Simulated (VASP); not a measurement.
Write the native input for VASP 6.6.1 that does the following.

| Property | Result |
| --- | --- |
| Task | single point |
| Functional | LDA |
| Potentials or basis | VASP PAW LDA potentials, release 64 (Sn_d, Te) |
| Cutoff | 520 eV |
| k mesh | 10 × 10 × 10 |
| Occupations | gaussian, width 0.03 eV |
| Spin | no spin polarisation |
| Dipole correction | no |
| Further INCAR settings | ALGO = Normal; EDIFF = 1e-06; NBANDS = 17 |

The structure of SnTe lies in POSCAR:

```
SnTe
1.0
    0.1640828798      3.2406368767      3.2406368767
    3.2406368767      0.1640828798      3.2406368767
    3.2406368767      3.2406368767      0.1640828798
Sn Te
1 1
Direct
    0.0000000000      0.0000000000      0.0000000000
    0.5000000000      0.5000000000      0.5000000000
```

This cell differs from its parent crystal: ratio of the length along [111] to the lengths across it x 1.08, volume and fractional coordinates fixed.

These files were run (other wordings do the same):

INCAR

```
PREC = Accurate ; ENCUT = 520
EDIFF = 1E-6 ; ISMEAR = 0
SIGMA = 0.03 ; LREAL = False
LASPH = True ; NELM = 80
ALGO = Normal ; ISIF = 2
LWAVE = False ; LCHARG = False
NBANDS = 17
```

KPOINTS

```
regular mesh
0
Gamma
  10 10 10
```

Potentials or basis: VASP PAW LDA potentials, release 64 (Sn_d, Te).

Run with:

```sh
$ cat potpaw_LDA.64/Sn_d/POTCAR potpaw_LDA.64/Te/POTCAR > POTCAR
$ mpirun -np 1 vasp_std > vasp.out
```

It gave:

```
Pressure               : -1.8 GPa
Band gap on the k mesh : zero (bands 10 and 11 overlap by 0.45 eV)
```

Caveat: semilocal functionals underestimate gaps, and a narrow one can read as zero; spin-orbit coupling is left out, which moves the levels of the heavy elements.

It took 2.4 min on 1 thread of Intel Xeon 8259CL, with other jobs on the host, peak memory 0.26 GiB.
